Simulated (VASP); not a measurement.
Set up this calculation in VASP 6.6.1, as the native input.

```
Task                   : relaxation of the atoms
Functional             : PBEsol
Potentials or basis    : VASP PAW PBE potentials, release 64 (B, N)
Cutoff                 : 520 eV
k mesh                 : 9 × 9 × 6
Occupations            : gaussian, width 0.02 eV
Spin                   : no spin polarisation
Dipole correction      : no
Further INCAR settings : ALGO = Normal; EDIFF = 1e-06; IBRION = 2; EDIFFG = -0.002; NSW = 60
```

The structure of BN lies in POSCAR:

```
BN
1.0
    2.5659661661      0.0000000000      0.0000000000
   -1.2829830830      2.2221918851      0.0000000000
    0.0000000000      0.0000000000      4.1774383964
B N
2 2
Direct
    0.3333333333      0.6666666667     -0.0002373568
    0.6666666667      0.3333333333      0.4997626432
    0.3333333333      0.6666666667      0.3742373568
    0.6666666667      0.3333333333      0.8742373568
```

This cell differs from its parent crystal: strained cell.

The input as run:

INCAR

```
SYSTEM = BN
PREC = Accurate ; ENCUT = 520
EDIFF = 1E-6 ; ISMEAR = 0
SIGMA = 0.02 ; LREAL = .False.
LASPH = .True. ; NELM = 80
ALGO = Normal ; ISIF = 2
LWAVE = .False. ; LCHARG = .False.
GGA = PS ; IBRION = 2
NSW = 60 ; EDIFFG = -0.002
```

KPOINTS

```
Automatic mesh
0
Gamma
  9 9 6
  0 0 0
```

Potentials or basis: VASP PAW PBE potentials, release 64 (B, N).

The run is started by

```bash
$ cat potpaw_PBE.64/B/POTCAR potpaw_PBE.64/N/POTCAR > POTCAR
$ mpirun -np 1 vasp_std > vasp.out
```

Results of the run:

| Property | Result |
| --- | --- |
| Energy gained by relaxing | 0.0 meV/atom |
| Ionic steps | 3 |
| Pressure after relaxing | -4.3 GPa |
| Band gap on the k mesh | 5.05 eV (least direct gap 8.06 eV) |

Caveat: the cell differs from its parent crystal (strained cell); the PAW data sets were made with another functional, which shifts forces and pressure a little; an odd mesh through Γ misses points on the zone boundary, where band edges can lie.

Wall time 37 s on 1 thread of Intel Xeon 8259CL (shared host), peak memory 0.14 GiB.
